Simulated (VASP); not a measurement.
Runs of VASP 6.6.1 on HfH3. The structure is that of space group Pm-3m (No. 221), or close to it. The cells are those of the table. 

```tsv
cell	gap on the mesh (eV)	pressure (GPa)
a = 3.095 Å, 4 atoms	none	-6.2
a = 3.125 Å, 4 atoms	none	-9.7
a = 3.155 Å, 4 atoms	none	(b)
a = 3.064 Å, 4 atoms	none	(a)
a = 3.032 Å, 4 atoms	none	2.5
```

Alike in all rows: task single point; level PBEsol; potentials or basis VASP PAW PBE potentials, release 64 (Hf_pv, H); no spin polarisation; k mesh 8 × 8 × 8; cutoff (eV) 520; smearing fermi-dirac 0.05 eV.

Q: Estimate the missing entries.

A: (a) -2.2; (b) -12.7.

Caveats: the PAW data sets were made with another functional, which shifts forces and pressure a little; spin-orbit coupling is left out, which moves the levels of the heavy elements.

A k mesh can miss the band edges, and the runs leave out spin-orbit coupling on Hf.

A gap of «none» marks levels without a gap at the run's occupations.
